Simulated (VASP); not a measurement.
Write the native input for VASP 6.6.1 that does the following.

```yaml
Task: single point
Functional: PBE
Potentials_or_basis: VASP PAW PBE potentials, release 64 (Zn, S)
Cutoff: 520 eV
k_mesh: 14 × 14 × 14
Occupations: fermi-dirac, width 0.08 eV
Spin: no spin polarisation
Dipole_correction: no
Further_INCAR_settings: ALGO = Normal; EDIFF = 1e-07; NBANDS = 16
```

The structure of ZnS (CsCl type) lies in POSCAR:

```
ZnS
1.0
    3.1106498358      0.0000000000      0.0000000000
    0.0000000000      3.1106498358      0.0000000000
    0.0000000000      0.0000000000      3.1106498358
Zn S
1 1
Direct
    0.0000000000      0.0000000000      0.0000000000
    0.5000000000      0.5000000000      0.5000000000
```

The input as run:

INCAR

```
  ALGO = Normal
  EDIFF = 1E-7
  ENCUT = 520
  GGA = PE
  ISIF = 2
  ISMEAR = -1
  LASPH = True
  LCHARG = True
  LELF = True
  LREAL = False
  LVHAR = True
  LWAVE = False
  NBANDS = 16
  NELM = 100
  PREC = Accurate
  SIGMA = 0.08
```

KPOINTS

```
k-points
0
Gamma
  14 14 14
```

Potentials or basis: VASP PAW PBE potentials, release 64 (Zn, S).

Run with:

```sh
$ cat potpaw_PBE.64/Zn/POTCAR potpaw_PBE.64/S/POTCAR > POTCAR
$ mpirun -np 1 vasp_std > vasp.out
```

Results of the run:

- Pressure: 7.5 GPa
- Band gap on the k mesh: zero (bands 9 and 10 overlap by 1.48 eV)

Caveat: the cell stands under pressure.

Wall time 55 s on 1 thread of Intel Xeon 8259CL, with other jobs on the host, peak memory 0.18 GiB.
